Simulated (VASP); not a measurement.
# ErAlF2 (P4/mmm) in VASP: further runs, part 2 of 2

VASP 6.6.1.

## 3. Single point, PBE

This run uses another cell than the first one, of 21.25 Å³/atom.

Contents of INCAR:

```
PREC = Accurate ; ENCUT = 600
EDIFF = 1E-6 ; ISMEAR = 0
SIGMA = 0.1 ; LREAL = F
LASPH = T ; NELM = 200
ALGO = Normal ; ISIF = 2
LWAVE = F ; LCHARG = F
GGA = PE ; NBANDS = 21
GGA_COMPAT = F ; LMAXMIX = 6
```

Contents of KPOINTS:

```
regular mesh
0
Gamma
  14 14 8
```

Contents of POSCAR:

```
ErAlF2
1.0
    3.4790138052      0.0000000000      0.0000000000
    0.0000000000      3.4790138052      0.0000000000
    0.0000000000      0.0000000000      7.0222415138
Er Al F
1 1 2
Direct
    0.0000000000      0.0000000000      0.0000000000
    0.5000000000      0.5000000000      0.5000000000
    0.0000000000      0.0000000000      0.2975890264
    0.0000000000      0.0000000000      0.7024109736
```

Potentials or basis: VASP PAW PBE potentials, release 64 (Er_3, Al, F), 4f in core.

On the command line:

```
cat potpaw_PBE.64/Er_3/POTCAR potpaw_PBE.64/Al/POTCAR potpaw_PBE.64/F/POTCAR > POTCAR
mpirun -np 1 vasp_std > vasp.out
```

Run time: 3 min. Hardware: 1 thread of Intel Xeon 6975P-C (Granite Rapids), shared host; peak memory 0.5 GiB.

Results (log left out):

```yaml
Free_energy: -18.7028 eV
Pressure: 0.5 GPa
Largest_force: 0.238 eV/Å
Band_gap_on_the_k_mesh: zero (bands 13 and 14 overlap by 0.24 eV)
```

Forces in eV/Å, atoms in the order of the input:
```
Er   0.000  0.000  0.000
Al   0.000  0.000  0.000
F    0.000  0.000  0.238
F    0.000  0.000 -0.238
```

Stress tensor (GPa, compression positive):
```
-0.12  0.00  0.00
 0.00 -0.12  0.00
 0.00  0.00  1.78
```

Levels at points of the mesh, in eV from the Fermi level:
| k point | band 10 | band 11 | band 12 | band 13 | band 14 | band 15 | band 16 | band 17 |
| --- | --- | --- | --- | --- | --- | --- | --- | --- |
| (0.00, 0.00, 0.00) | -5.78 | -5.26 | -4.74 | -2.70 | -0.07 | -0.03 | 4.52 | 4.52 |
| (0.50, 0.00, 0.00) | -5.67 | -5.20 | -2.26 | -0.99 | 0.46 | 1.32 | 1.41 | 2.77 |
| (0.50, 0.50, 0.00) | -6.37 | -5.16 | -2.45 | -0.54 | 1.45 | 1.45 | 2.14 | 2.56 |
| (0.00, 0.00, 0.50) | -5.60 | -5.60 | -3.94 | -3.44 | -0.02 | 1.33 | 3.70 | 4.43 |
| (0.50, 0.00, 0.50) | -5.84 | -5.52 | -2.36 | -0.82 | 0.36 | 0.87 | 1.60 | 2.79 |
| (0.50, 0.50, 0.50) | -6.11 | -5.97 | -2.23 | -1.13 | 1.30 | 1.30 | 2.61 | 2.61 |

Caveat: spin-orbit coupling is left out, which moves the levels of the heavy elements; the 4f electrons are frozen in the core, so they carry no moment and show no levels; the run has no spin polarisation, though such a crystal can be magnetic.

## 4. Single point, PBE

This run uses another cell than the first one, of 21.25 Å³/atom.

Contents of INCAR:

```
SYSTEM = ErAlF2
  PREC = Accurate
  ENCUT = 600
  EDIFF = 1E-6
  ISMEAR = 0
  SIGMA = 0.1
  LREAL = .FALSE.
  LASPH = .TRUE.
  NELM = 200
  ALGO = Normal
  ISIF = 2
  LWAVE = .FALSE.
  LCHARG = .TRUE.
  GGA = PE
  LELF = .TRUE.
  LVHAR = .TRUE.
  NBANDS = 21
  GGA_COMPAT = .FALSE.
  LMAXMIX = 6
```

Contents of KPOINTS:

```
regular mesh
0
G
  14 14 8
  0 0 0
```

POSCAR is that of step 3.

Potentials or basis: VASP PAW PBE potentials, release 64 (Er_3, Al, F), 4f in core.

On the command line:

```
cat potpaw_PBE.64/Er_3/POTCAR potpaw_PBE.64/Al/POTCAR potpaw_PBE.64/F/POTCAR > POTCAR
mpirun -np 1 vasp_std > vasp.out
```

OUTCAR:

```text
SYSTEM = ErAlF2
   PREC = Accurate
   ENCUT = 600
   EDIFF = 1E-6
   ISMEAR = 0
   LREAL = .FALSE.
   LASPH = .TRUE.
   NELM = 200
   ISIF = 2
   GGA = PE

 ion  position               nearest neighbor table
   1  0.000  0.000  0.000-   3 2.09   4 2.09
   2  0.500  0.500  0.500-
   3  0.000  0.000  0.298-   1 2.09
   4  0.000  0.000  0.702-   1 2.09

  LATTYP: Found a simple tetragonal cell.
 ALAT       =     3.4790138052
 C/A-ratio  =     2.0184575018

  Lattice vectors:

[... 763 lines left out ...]
     20       6.6086      0.00000
     21      10.1413      0.00000

 [... further k-points ...]
[... 5 lines left out ...]
  --------------------------------------------------------------------------------------
  -------------------------------------------------------------------------------------
  Total       -0.0611101     -0.0611101      0.9438365      0.0000000      0.0000000      0.0000000
  in kB       -1.1519556     -1.1519556     17.7917752      0.0000000      0.0000000      0.0000000
  external PRESSURE =       5.1626214 kB  Pullay stress =       0.0000000 kB

 VOLUME and BASIS-vectors are now :
 -----------------------------------------------------------------------------
  energy-cutoff  :      600.00
  volume of cell :       84.99
      direct lattice vectors                 reciprocal lattice vectors
     3.479013805  0.000000000  0.000000000     0.287437779  0.000000000  0.000000000
     0.000000000  3.479013805  0.000000000     0.000000000  0.287437779  0.000000000
     0.000000000  0.000000000  7.022241514     0.000000000  0.000000000  0.142404672

 POSITION                                       TOTAL-FORCE (eV/Angst)
 -----------------------------------------------------------------------------------
      0.00000      0.00000      0.00000        -0.000000      0.000000     -0.000000
      1.73951      1.73951      3.51112        -0.000000      0.000000     -0.000000
      0.00000      0.00000      2.08974         0.000000      0.000000      0.237694
      0.00000      0.00000      4.93250        -0.000000      0.000000     -0.237694
 -----------------------------------------------------------------------------------
    total drift:                               -0.000000     -0.000000      0.000000

  FREE ENERGIE OF THE ION-ELECTRON SYSTEM (eV)
  ---------------------------------------------------
  free  energy   TOTEN  =       -18.7027587986 eV

  energy  without entropy=      -18.6998003250  energy(sigma->0) =      -18.70127956
```

OSZICAR:

```text
N       E                     dE             d eps       ncg     rms          rms(c)
DAV:   1     0.168250536483E+03    0.16825E+03   -0.13177E+04 11467   0.131E+03
DAV:   2    -0.747227093793E+01   -0.17572E+03   -0.16815E+03 13035   0.381E+02
DAV:   3    -0.205063030442E+02   -0.13034E+02   -0.12966E+02 11805   0.921E+01
DAV:   4    -0.206248574934E+02   -0.11855E+00   -0.11840E+00 10178   0.843E+00
DAV:   5    -0.206296509031E+02   -0.47934E-02   -0.47930E-02 11394   0.154E+00    0.224E+01
DAV:   6    -0.187849985759E+02    0.18447E+01   -0.86037E+00 12038   0.220E+01    0.160E+01
DAV:   7    -0.187174331995E+02    0.67565E-01   -0.53075E-01 11431   0.556E+00    0.751E+00
DAV:   8    -0.187017099698E+02    0.15723E-01   -0.85320E-02 10980   0.216E+00    0.265E-01
DAV:   9    -0.187024807073E+02   -0.77074E-03   -0.11103E-02 10681   0.734E-01    0.140E-01
DAV:  10    -0.187027003613E+02   -0.21965E-03   -0.10434E-03 11851   0.259E-01    0.573E-02
DAV:  11    -0.187027550272E+02   -0.54666E-04   -0.10665E-04  9959   0.669E-02    0.293E-02
DAV:  12    -0.187027583854E+02   -0.33582E-05   -0.11569E-05 11707   0.374E-02    0.673E-03
DAV:  13    -0.187027587986E+02   -0.41322E-06   -0.26132E-06  8044   0.127E-02
   1 F= -.18702759E+02 E0= -.18701280E+02  d E =-.295847E-02
```

stdout:

```text
POSCAR found type information on POSCAR ErAlF
 POSCAR found :  3 types and       4 ions
 scaLAPACK will be used
 LDA part: xc-table for (Slater+PW92), standard interpolation
 POSCAR, INCAR and KPOINTS ok, starting setup
 FFT: planning ... GRIDC
 FFT: planning ... GRID_SOFT
 FFT: planning ... GRID
 WAVECAR not read
 entering main loop
```

It took 2.6 min on 1 thread of Intel Xeon 6975P-C (Granite Rapids), shared host; peak memory 0.49 GiB.

What came out:

```
Free energy            : -18.7028 eV
Pressure               : 0.5 GPa
Largest force          : 0.238 eV/Å
Band gap on the k mesh : zero (bands 13 and 14 overlap by 0.24 eV)
```

Forces on the atoms (eV/Å):
```
Er   0.000  0.000  0.000
Al   0.000  0.000  0.000
F    0.000  0.000  0.238
F    0.000  0.000 -0.238
```

Stress tensor (GPa, compression positive):
```
-0.12  0.00  0.00
 0.00 -0.12  0.00
 0.00  0.00  1.78
```

Caveat: spin-orbit coupling is left out, which moves the levels of the heavy elements; the 4f electrons are frozen in the core, so they carry no moment and show no levels; the run has no spin polarisation, though such a crystal can be magnetic.
